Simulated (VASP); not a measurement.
Crystal: BaHf.

```
Ba Hf
1.0
     3.94061    0.00000    0.00000
    -1.97031    3.41267    0.00000
     0.00000    0.00000    3.84347
Ba Hf
1 1
Direct
  0.00000 0.00000 0.00000
  0.66667 0.33333 0.50000
```

```yaml
Program: VASP 6.6.1
Task: relaxation of cell and atoms
Functional: PBE
Potentials_or_basis: VASP PAW PBE potentials, release 64 (Ba_sv, Hf_pv)
Cutoff: 600 eV
k_mesh: 6 × 6 × 4
Occupations: gaussian, width 0.1 eV
Spin: no spin polarisation
```

At the start: pressure 16.7 GPa; volume 25.84 Å³/atom.

Problem. Where does the relaxation end?

Solution. Over 14 steps the energy falls by 1119.0 meV/atom and the volume is 31.74 Å³/atom (+22.8 %); space group P-6m2 (No. 187, to 0.1 Å) before and after.

Step by step:
| step | energy change (eV) | largest force (eV/Å) | pressure (GPa) | volume (Å³) |
| --- | --- | --- | --- | --- |
| 1 | 0.0000 | 0.0000 | 16.71 | 51.69 |
| 2 | -1.0162 | 0.0000 | 0.07 | 74.47 |
| 3 | -1.0251 | 0.0000 | -0.63 | 76.92 |
| 4 | -1.0255 | 0.0000 | -0.94 | 78.12 |
| 5 | -1.2588 | 0.0000 | -1.60 | 77.99 |
| 6 | -1.9581 | 0.0000 | -3.38 | 75.24 |
| 7 | -1.3657 | 0.0000 | 4.29 | 61.49 |
| 8 | -2.1177 | 0.0000 | -3.35 | 73.08 |
| 9 | -2.1415 | 0.0000 | -3.29 | 72.29 |
| 10 | -2.1622 | 0.0000 | 3.74 | 58.02 |
| 11 | -2.2360 | 0.0000 | -0.40 | 64.08 |
| 12 | -2.2362 | 0.0000 | -0.28 | 63.83 |
| 13 | -2.2362 | 0.0000 | -0.20 | 63.67 |
| 14 | -2.2381 | 0.0000 | 0.05 | 63.48 |

Final structure:
```cif
data_structure
_symmetry_space_group_name_H-M 'P 1'
_symmetry_Int_Tables_number 1
_cell_length_a 3.4447
_cell_length_b 3.4447
_cell_length_c 6.1772
_cell_angle_alpha 90.000
_cell_angle_beta 90.000
_cell_angle_gamma 120.000
_cell_volume 63.48
loop_
_atom_site_label
_atom_site_type_symbol
_atom_site_fract_x
_atom_site_fract_y
_atom_site_fract_z
_atom_site_occupancy
Ba1 Ba 0.00000 0.00000 0.00000 1
Hf1 Hf 0.66667 0.33333 0.50000 1
```

Caveat: the k points lie up to 0.35 Å⁻¹ apart in the final cell, too coarse for converged energies and pressures of a metal; the volume moved by over 15 % at a fixed basis, so the end points are rough.
